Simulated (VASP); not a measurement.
# TiPb7S8 (Fm-3m) in VASP: single point with PBEsol+U

Aim: the single point of TiPb7S8 with PBEsol+U.

Program: VASP 6.6.1. These are calculated values, not measurements. Logs are shortened: lines on timing, memory, paths and dates and some standing lists are left out, and cuts for length are marked.

**1. The cell of the first run**

It takes space group Fm-3m (No. 225, cubic). The conventional cell has a = 11.847 Å, b = 11.847 Å, c = 11.847 Å, α = 90.00°, β = 90.00°, γ = 90.00°. Within 3.7 Å of Ti (site symmetry m-3m) lie 6 S at 2.79 Å. Within 3.9 Å of Pb (site symmetry mmm) lie 6 S at 2.96 to 2.97 Å. Pb (site symmetry m-3m) has 6 S at 3.13 Å and 12 Pb at 4.19 Å within 4.2 Å. S (site symmetry -43m) has 6 Pb at 2.96 Å within 3.9 Å. Within 3.7 Å of S (site symmetry 4mm) lie 1 Ti at 2.79 Å and 5 Pb at 2.97 to 3.13 Å.

**2. Single point, PBEsol+U, collinear spin**

The input, INCAR:

```
PREC = Accurate ; ENCUT = 520
EDIFF = 1E-6 ; ISMEAR = 0
SIGMA = 0.05 ; LREAL = Auto
LASPH = True ; NELM = 150
ALGO = Normal ; ISIF = 2
LWAVE = False ; LCHARG = False
ISPIN = 2 ; MAGMOM = 1.8 0 0 0 0 0 0 0 -0.01 -0.01 -0.01 -0.01 -0.01 -0.01 -0.01 -0.01
LORBIT = 11 ; LMAXMIX = 4
LDAU = True ; LDAUTYPE = 2
LDAUL = 2 -1 -1 ; LDAUU = 3 0 0
LDAUJ = 0 0 0 ; LDAUPRINT = 1
GGA = PS ; NBANDS = 97
```

The input, KPOINTS:

```
regular mesh
0
Gamma
  3 3 3
```

The input, POSCAR:

```
TiPb7S8
1.0
    0.0000000000      5.9237000000      5.9237000000
    5.9237000000      0.0000000000      5.9237000000
    5.9237000000      5.9237000000      0.0000000000
Ti Pb S
1 7 8
Direct
    1.0000000000      1.0000000000      0.0000000000
    1.0000000000      1.0000000000      0.5000000000
    0.0000000000      0.5000000000      0.0000000000
    0.0000000000      0.5000000000      0.5000000000
    0.5000000000      0.0000000000      0.0000000000
    0.5000000000      0.0000000000      0.5000000000
    0.5000000000      0.5000000000      0.0000000000
    0.5000000000      0.5000000000      0.5000000000
    0.2500000000      0.2500000000      0.2500000000
    0.2359081768      0.2359081768      0.7640918232
    0.2359081768      0.7640918232      0.2359081768
    0.2359081768      0.7640918232      0.7640918232
    0.7640918232      0.2359081768      0.2359081768
    0.7640918232      0.2359081768      0.7640918232
    0.7640918232      0.7640918232      0.2359081768
    0.7500000000      0.7500000000      0.7500000000
```

Potentials or basis: VASP PAW PBE potentials, release 64 (Ti_sv, Pb_d, S).

On the command line:

```bash
> cat potpaw_PBE.64/Ti_sv/POTCAR potpaw_PBE.64/Pb_d/POTCAR potpaw_PBE.64/S/POTCAR > POTCAR
> mpirun -np 1 vasp_std > vasp.out
```

OUTCAR:

```text
PREC = Accurate
   ENCUT = 520
   EDIFF = 1E-6
   ISMEAR = 0
   LREAL = Auto
   LASPH = True
   NELM = 150
   ISIF = 2
   ISPIN = 2
   LORBIT = 11
   GGA = PS

 ion  position               nearest neighbor table
   1  0.000  0.000  0.000-  10 2.79  11 2.79  12 2.79  13 2.79  14 2.79  15 2.79
   2  0.000  0.000  0.500-   9 2.96  16 2.96  12 2.97  13 2.97  14 2.97  11 2.97
   3  0.000  0.500  0.000-   9 2.96  16 2.96  12 2.97  13 2.97  15 2.97  10 2.97
   4  0.000  0.500  0.500-   9 2.96  16 2.96  11 2.97  14 2.97  15 2.97  10 2.97
   5  0.500  0.000  0.000-   9 2.96  16 2.96  11 2.97  14 2.97  15 2.97  10 2.97
   6  0.500  0.000  0.500-   9 2.96  16 2.96  12 2.97  13 2.97  15 2.97  10 2.97
[... 8 lines left out ...]
  15  0.764  0.764  0.236-   1 2.79   3 2.97   4 2.97   5 2.97   6 2.97   8 3.13
  16  0.750  0.750  0.750-   2 2.96   3 2.96   4 2.96   5 2.96   6 2.96   7 2.96

  LATTYP: Found a face centered cubic cell.
 ALAT       =    11.8474000000

  Lattice vectors:

 A1 = (   0.0000000000,   5.9237000000,   5.9237000000)
 A2 = (   5.9237000000,   0.0000000000,   5.9237000000)
 A3 = (   5.9237000000,   5.9237000000,   0.0000000000)

Analysis of symmetry for initial positions (statically):
=====================================================================
 Subroutine PRICEL returns:
 Original cell was already a primitive cell.

 Routine SETGRP: Setting up the symmetry group for a
 face centered cubic supercell.

 Subroutine GETGRP returns: Found 48 space group operations
 (whereof 48 operations were pure point group operations)
 out of a pool of 48 trial point group operations.

The static configuration has the point symmetry O_h .

Analysis of symmetry for dynamics (positions and initial velocities):
=====================================================================
 Subroutine PRICEL returns:
 Original cell was already a primitive cell.

 Routine SETGRP: Setting up the symmetry group for a
 face centered cubic supercell.

 Subroutine GETGRP returns: Found 48 space group operations
 (whereof 48 operations were pure point group operations)
 out of a pool of 48 trial point group operations.

The dynamic configuration has the point symmetry O_h .

Analysis of structural, dynamic, and magnetic symmetry:
=====================================================================
 Subroutine PRICEL returns:
 Original cell was already a primitive cell.

 Routine SETGRP: Setting up the symmetry group for a
 face centered cubic supercell.

[... 192 lines left out ...]
  ---------------------------------------------------
  ext. energy  EPLUGINS =         0.00000000
  ---------------------------------------------------
  free energy    TOTEN  =       -78.00570640 eV

  energy without entropy =      -77.97395919  energy(sigma->0) =      -77.98983280

 E-fermi :   6.0191     XC(G=0):  -9.8234

 val. band max:        6.0184911479   @ k =  -0.3333   0.3333   0.0000
 cond. band min:       6.0227866531   @ k =  -0.3333   0.3333   0.0000
 fundamental gap:      0.0042955051
 Fermi energy:         6.0190589655

 spin component 1

 k-point     1 :       0.0000    0.0000    0.0000
  band No.  band energies     occupation
      1     -50.5486      1.00000
      2     -26.9024      1.00000
      3     -26.9024      1.00000
      4     -26.9024      1.00000
      5     -11.9287      1.00000
      6     -11.9287      1.00000
[... 365 lines left out ...]
     90       8.5776      0.00000
     91       8.5988      0.00000
 Fermi energy:         6.0190589655

 spin component 2

 k-point     1 :       0.0000    0.0000    0.0000
  band No.  band energies     occupation
      1     -52.0271      1.00000
      2     -28.3826      1.00000
      3     -28.3826      1.00000
      4     -28.3826      1.00000
      5     -11.9278      1.00000
      6     -11.9278      1.00000
[... 365 lines left out ...]
     90       8.1086      0.00000
     91       8.4142      0.00000
 [bands above 91 left out]

------------------------ aborting loop because EDIFF is reached ----------------------------------------

  FORCE on cell =-STRESS in cart. coord.  units (eV):
  Direction    XX          YY          ZZ          XY          YZ          ZX
  --------------------------------------------------------------------------------------
  -------------------------------------------------------------------------------------
  Total       -8.2809842     -8.2809842     -8.2809842      0.0000000      0.0000000     -0.0000000
  in kB      -31.9141567    -31.9141567    -31.9141567      0.0000000      0.0000000     -0.0000000
  external PRESSURE =     -31.9141567 kB  Pullay stress =       0.0000000 kB

 VOLUME and BASIS-vectors are now :
 -----------------------------------------------------------------------------
  energy-cutoff  :      520.00
  volume of cell :      415.73
      direct lattice vectors                 reciprocal lattice vectors
     0.000000000  5.923700000  5.923700000    -0.084406705  0.084406705  0.084406705
     5.923700000  0.000000000  5.923700000     0.084406705 -0.084406705  0.084406705
     5.923700000  5.923700000  0.000000000     0.084406705  0.084406705 -0.084406705

 POSITION                                       TOTAL-FORCE (eV/Angst)
 -----------------------------------------------------------------------------------
      0.00000      0.00000      0.00000         0.000000     -0.000000     -0.000000
      2.96185      2.96185      0.00000         0.000000     -0.000000     -0.000000
      2.96185      0.00000      2.96185         0.000000     -0.000000     -0.000000
      5.92370      2.96185      2.96185        -0.000000     -0.000000     -0.000000
      0.00000      2.96185      2.96185        -0.000000     -0.000000     -0.000000
      2.96185      5.92370      2.96185         0.000000     -0.000000     -0.000000
[... 8 lines left out ...]
      5.92370      5.92370      9.05250         0.000000     -0.000000      0.131028
      8.88555      8.88555      8.88555        -0.000000     -0.000000     -0.000000
 -----------------------------------------------------------------------------------
    total drift:                                0.000000      0.000000      0.000000

  FREE ENERGIE OF THE ION-ELECTRON SYSTEM (eV)
  ---------------------------------------------------
  free  energy   TOTEN  =       -78.0057064036 eV

  energy  without entropy=      -77.9739591874  energy(sigma->0) =      -77.98983280

 total charge

# of ion       s       p       d       tot
------------------------------------------
    1        2.111   6.029   1.827   9.968
    2        1.471   0.516   9.844  11.831
    3        1.471   0.516   9.844  11.831
    4        1.471   0.516   9.844  11.831
    5        1.471   0.516   9.844  11.831
    6        1.471   0.516   9.844  11.831
[... 8 lines left out ...]
   15        1.341   2.309   0.000   3.650
   16        1.350   2.305   0.000   3.655
--------------------------------------------------
tot         23.162  28.029  70.722 121.913

 magnetization (x)

# of ion       s       p       d       tot
------------------------------------------
    1       -0.015  -0.011  -1.483  -1.509
    2        0.003  -0.002  -0.000   0.002
    3        0.003  -0.002  -0.000   0.002
    4        0.003  -0.002  -0.000   0.002
    5        0.003  -0.002  -0.000   0.002
    6        0.003  -0.002  -0.000   0.002
[... 8 lines left out ...]
   15        0.001   0.019   0.000   0.020
   16        0.000   0.003   0.000   0.003
--------------------------------------------------
tot          0.015   0.094  -1.482  -1.373
```

OSZICAR:

```text
N       E                     dE             d eps       ncg     rms          rms(c)
DAV:   1     0.197889001774E+04    0.19789E+04   -0.69820E+04  1552   0.175E+03
DAV:   2     0.258943819856E+03   -0.17199E+04   -0.16697E+04  1560   0.492E+02
DAV:   3    -0.547971851885E+02   -0.31374E+03   -0.29494E+03  2037   0.230E+02
[... 17 lines left out ...]
DAV:  21    -0.780056559199E+02   -0.11558E-04   -0.23590E-04  1812   0.536E-02    0.485E-02
DAV:  22    -0.780056891053E+02   -0.33185E-04   -0.41640E-05  1878   0.192E-02    0.348E-02
DAV:  23    -0.780057055412E+02   -0.16436E-04   -0.14599E-05  1611   0.121E-02    0.119E-02
DAV:  24    -0.780057009825E+02    0.45586E-05   -0.28838E-06  1413   0.694E-03    0.165E-02
DAV:  25    -0.780057057137E+02   -0.47312E-05   -0.31058E-06  1436   0.579E-03    0.494E-03
DAV:  26    -0.780057064036E+02   -0.68984E-06   -0.13007E-06  1325   0.330E-03
   1 F= -.78005706E+02 E0= -.77989833E+02  d E =-.317472E-01  mag=    -1.7440
```

stdout:

```text
POSCAR found type information on POSCAR TiPbS
 POSCAR found :  3 types and      16 ions
 scaLAPACK will be used
 -----------------------------------------------------------------------------
|                                                                             |
|                                                                             |
|     You enforced a specific xc type in the INCAR file but a different       |
|     I HOPE YOU KNOW WHAT YOU ARE DOING!                                     |
|                                                                             |
 -----------------------------------------------------------------------------

 LDA part: xc-table for (Slater+PW92), standard interpolation
 POSCAR, INCAR and KPOINTS ok, starting setup
 FFT: planning ... GRIDC
 FFT: planning ... GRID_SOFT
 FFT: planning ... GRID
 WAVECAR not read
 entering main loop
```

Run time: 46 min. Hardware: 1 thread of Intel Xeon 8259CL, shared host; peak memory 0.89 GiB.

Results:

| Item | Value |
| --- | --- |
| Free energy | -78.0057 eV |
| Pressure | -3.2 GPa |
| Largest force | 0.131 eV/Å |
| Net moment | -1.74 μB per cell |
| Site moments | Ti -1.51; Pb +0.00, -0.00 (each value once); S +0.00, +0.02 (each value once) μB |
| Valence electrons inside the program's atomic spheres | Ti 9.97; Pb 11.83, 11.75 (each value once); S 3.65 |

Forces in eV/Å, atoms in the order of the input:
```
Ti   0.000  0.000  0.000
Pb   0.000  0.000  0.000
Pb   0.000  0.000  0.000
Pb   0.000  0.000  0.000
Pb   0.000  0.000  0.000
Pb   0.000  0.000  0.000
Pb   0.000  0.000  0.000
Pb   0.000  0.000  0.000
S    0.000  0.000  0.000
S    0.000  0.000 -0.131
S    0.000 -0.131  0.000
S    0.131  0.000  0.000
S   -0.131  0.000  0.000
S    0.000  0.131  0.000
S    0.000  0.000  0.131
S    0.000  0.000  0.000
```

Eigenvalues of the final occupation matrices:
```tsv
site	spin	trace	eigenvalues
site 1 d	1	0.18	0.02 0.02 0.02 0.06 0.06
site 1 d	2	1.67	0.09 0.09 0.50 0.50 0.50
```

Caveat: the cell stands under tension; the PAW data sets were made with another functional, which shifts forces and pressure a little; spin-orbit coupling is left out, which moves the levels of the heavy elements.
